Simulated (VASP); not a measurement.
# AgCl: single point with r2SCAN

The system is AgCl.

```
Ag Cl
1.0
     4.63274    0.00000    0.00000
    -2.31637    4.01207    0.00000
     0.00000    0.00000    5.86556
Ag Cl
2 2
Direct
  0.33333 0.66667 0.93778
  0.66667 0.33333 0.43778
  0.33333 0.66667 0.43722
  0.66667 0.33333 0.93722
```

This cell differs from its parent crystal: strain +2.5%.

* Program: VASP 6.6.1
* Task: single point
* Functional: r2SCAN
* Potentials or basis: VASP PAW PBE potentials, release 64 (Ag, Cl)
* Cutoff: 520 eV
* k mesh: 6 × 6 × 4
* Occupations: gaussian, width 0.01 eV
* Spin: no spin polarisation
* Dipole correction: no
* Further INCAR settings: ALGO = Normal; EDIFF = 1e-06; NBANDS = 26

```json
{
 "Pressure": "-2.5 GPa",
 "Band gap on the k mesh": "1.82 eV, indirect (least direct gap 1.83 eV)"
}
```

Stress tensor (GPa, compression positive):
```
-2.59  0.00  0.00
 0.00 -2.59  0.00
 0.00  0.00 -2.31
```

Levels at points of the mesh, in eV from the valence-band top:
```
           k point  band 14  band 15  band 16  band 17  band 18  band 19  band 20  band 21  band 22  band 23
(0.00, 0.00, 0.00)    -1.45    -0.26    -0.26    -0.01    -0.01     1.82     3.61     8.05     8.05     8.59
(0.50, 0.00, 0.00)    -1.26    -1.25    -1.25    -1.24    -0.89     4.40     4.89     6.31     7.87     9.05
(0.00, 0.00, 0.50)    -0.88    -0.10    -0.10    -0.10    -0.10     3.76     3.76     7.96     7.96     7.96
(0.50, 0.00, 0.50)    -1.44    -0.98    -0.98    -0.11    -0.11     5.23     5.23     6.61     6.61     8.24
```

Run time: 2.1 min on 1 thread of Intel(R) Xeon(R) Platinum 8488C (Sapphire Rapids), on a shared host, peak memory 0.27 GiB.

Caveat: the cell differs from its parent crystal (strain +2.5%); the PAW data sets were made with another functional, which shifts forces and pressure a little. A k mesh can miss the band edges.
